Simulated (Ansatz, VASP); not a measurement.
Mg in VASP and in Ansatz

The input INCAR:

```
SYSTEM = Mg
PREC = Accurate ; ENCUT = 520
EDIFF = 1E-6 ; ISMEAR = -1
SIGMA = 0.1 ; LREAL = .False.
LASPH = .True. ; NELM = 100
ALGO = Normal ; ISIF = 2
LWAVE = .False. ; LCHARG = .False.
GGA = PE ; NBANDS = 9
```

KPOINTS

```
regular mesh
0
Gamma
  15 15 8
  0 0 0
```

POSCAR

```
Mg
1.0
    3.1205049492      0.0000000000      0.0000000000
   -1.5602524746      2.7024365586      0.0000000000
    0.0000000000      0.0000000000      5.0072976900
Mg
2
Direct
    0.3333333333      0.6666666667      0.2500000000
    0.6666666667      0.3333333333      0.7500000000
```

Input for Ansatz:

```yaml
crystal:
  lattice:
    - [3.1205049492, 0.0, 0.0]
    - [-1.5602524746, 2.7024365586, 0.0]
    - [0.0, 0.0, 5.00729769]
  atoms:
    - { symbol: Mg, position: [0.3333333333, 0.6666666667, 0.25] }
    - { symbol: Mg, position: [0.6666666667, 0.3333333333, 0.75] }
kpoints:
  mp_grid: { grid: [15, 15, 8] }
  band_path:
    path:
      - [0.0, 0.0, 0.0]
      - [0.5, 0.0, 0.0]
      - [0.3333333333, 0.3333333333, 0.0]
      - [0.0, 0.0, 0.0]
      - [0.0, 0.0, 0.5]
      - [0.5, 0.0, 0.5]
      - [0.3333333333, 0.3333333333, 0.5]
      - [0.0, 0.0, 0.5]
      - [0.5, 0.0, 0.5]
    npoints: 8
scf:
  occupations: { method: fermi_dirac, width: 0.1 }
hamiltonian:
  xc: pbe
  pseudopotentials: { kind: paw }
output:
  forces: true
  stress: true
  eigenvalues: true
  populations: true
  dos: { projected: true, de: 0.2, e_range: [-14, 8] }
```

Change from the starting cell: volume scaled by 0.92, PAW files.

Alike in both runs: task single point; functional PBE; k mesh 15 × 15 × 8; occupations fermi-dirac, width 0.1 eV; no spin polarisation.

```csv
,VASP,Ansatz
version,VASP 6.6.1,Ansatz 0.2.0
potentials or method,"VASP PAW PBE potentials, release 64 (Mg)","PAW with Ansatz's default frozen-core files, scalar-relativistic"
plane-wave cutoff (eV),520,420
valence electrons in the cell,4,20
```

```csv
,VASP,Ansatz,Ansatz less VASP
pressure (GPa),3.4,3.6,+0.12
```

The functional is the same, so the differences come from potentials, cutoffs and numerics. VASP's potentials hold 4 valence electrons a cell and Ansatz's 20, so a difference there can come from the potentials and not from the codes.
